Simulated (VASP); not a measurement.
# Al4GeRu: single point with PBE

Crystal: Al4GeRu.

```
Al Ge Ru
1.0
    -2.94641    2.94641    3.10976
     2.94641   -2.94641    3.10976
     2.94641    2.94641   -3.10976
Al Ge Ru
4 1 1
Direct
  0.49998 0.49998 0.50000
  0.50002 0.00002 0.00000
  0.99998 0.99998 0.50000
  0.00002 0.50002 0.00000
  0.00000 0.00000 0.00000
  0.50000 0.50000 0.00000
```

The cell was built from a structure type or drawn by symmetry, and may not be a known phase.

```json
{
  "Program": "VASP 6.6.1",
  "Task": "single point",
  "Functional": "PBE",
  "Potentials or basis": "VASP PAW PBE potentials, release 64 (Al, Ge_d, Ru_pv)",
  "Cutoff": "520 eV",
  "k mesh": "6 × 6 × 6",
  "Occupations": "gaussian, width 0.1 eV",
  "Spin": "no spin polarisation"
}
```

| Property | Result |
| --- | --- |
| Pressure | 0.0 GPa |
| Band gap on the k mesh | zero (bands 20 and 21 overlap by 2.59 eV) |

Stress tensor (GPa, compression positive):
```
 0.07  0.00  0.00
 0.00  0.07  0.00
 0.00  0.00 -0.02
```

Levels at points of the mesh, in eV from the Fermi level:
| k point | band 18 | band 19 | band 20 | band 21 | band 22 | band 23 |
| --- | --- | --- | --- | --- | --- | --- |
| (0.00, 0.00, 0.00) | -1.67 | -1.16 | -1.04 | -1.04 | 1.25 | 1.25 |
| (0.50, 0.00, 0.00) | -1.16 | -0.84 | -0.37 | 0.70 | 1.04 | 2.02 |
| (0.50, 0.50, 0.00) | -1.40 | -0.51 | 0.10 | 1.03 | 2.15 | 2.80 |
| (0.50, 0.50, 0.50) | -1.19 | 0.04 | 1.55 | 1.77 | 1.77 | 2.52 |

It took 3 min on 1 thread of Intel Xeon 8259CL, with other jobs on the host, peak memory 0.3 GiB.
